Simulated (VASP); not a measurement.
**Ge: phonons with r2SCAN**

The system is Ge.

```
CELL_PARAMETERS angstrom
0.00000 2.83750 2.85169
2.83750 0.00000 2.85169
2.83750 2.83750 0.00000
ATOMIC_POSITIONS crystal
Ge 0.00000 0.00000 0.00000
Ge 0.25000 0.25000 0.25000
```

```json
{
 "Program": "VASP 6.6.1",
 "Task": "phonons",
 "Functional": "r2SCAN",
 "Potentials or basis": "VASP PAW PBE potentials, release 64 (Ge_d)",
 "Cutoff": "520 eV",
 "k mesh": "12 × 12 × 12",
 "Occupations": "gaussian, width 0.01 eV",
 "Spin": "no spin polarisation",
 "Dipole correction": "no",
 "Further INCAR settings": "ALGO = Normal; EDIFF = 1e-08; IBRION = 6; POTIM = 0.015; NSW = 1"
}
```

```yaml
Highest_phonon_frequency_at_Γ: 294 cm⁻¹
```

Phonon frequencies in cm⁻¹ (negative: imaginary):
| q point | frequencies |
| --- | --- |
| (0.000, 0.000, 0.000) | 0 0 0 294 294 294 |

Run time: 88 min on 1 thread of Oxide Virtual Turin-like Processor, with other jobs on the host, peak memory 0.56 GiB.
